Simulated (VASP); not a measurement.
A run of VASP 6.6.1:

The input INCAR:

```
PREC = Accurate
ENCUT = 520
EDIFF = 1E-6
ISMEAR = 0
SIGMA = 0.02
LREAL = False
LASPH = True
NELM = 60
ALGO = Normal
ISIF = 2
LWAVE = False
LCHARG = True
GGA = PE
LELF = True
LVHAR = True
NBANDS = 41
```

Contents of KPOINTS:

```
Automatic mesh
0
Gamma
  6 6 4
```

POSCAR

```
MgCd3Se4
1.0
    4.3539801000      0.0000000000      0.0000000000
    0.0000000000      4.3539801000      0.0000000000
    0.0000000000      0.0000000000     12.2377502000
Mg Cd Se
1 3 4
Direct
    0.5000000000      0.5000000000      0.5000000000
    0.0000000000      0.0000000000      0.7448600000
    0.5000000000      0.5000000000      0.0000000000
    0.0000000000      0.0000000000      0.2551400000
    0.5000000000      0.0000000000      0.1275270000
    0.0000000000      0.5000000000      0.3831930000
    0.5000000000      0.0000000000      0.6168070000
    0.0000000000      0.5000000000      0.8724730000
```

Potentials or basis: VASP PAW PBE potentials, release 64 (Mg, Cd, Se).

The run is started by

```console
$ cat potpaw_PBE.64/Mg/POTCAR potpaw_PBE.64/Cd/POTCAR potpaw_PBE.64/Se/POTCAR > POTCAR
$ mpirun -np 1 vasp_std > vasp.out
```

Hardware: 1 thread of Intel(R) Xeon(R) Platinum 8488C (Sapphire Rapids) (shared host).

**Question.** How long does it take, and how much memory?

**Answer.** Wall time 2.7 min on 1 thread of Intel(R) Xeon(R) Platinum 8488C (Sapphire Rapids), on a shared host, peak memory 0.46 GiB. Counts: scf iterations 15, k points 30.
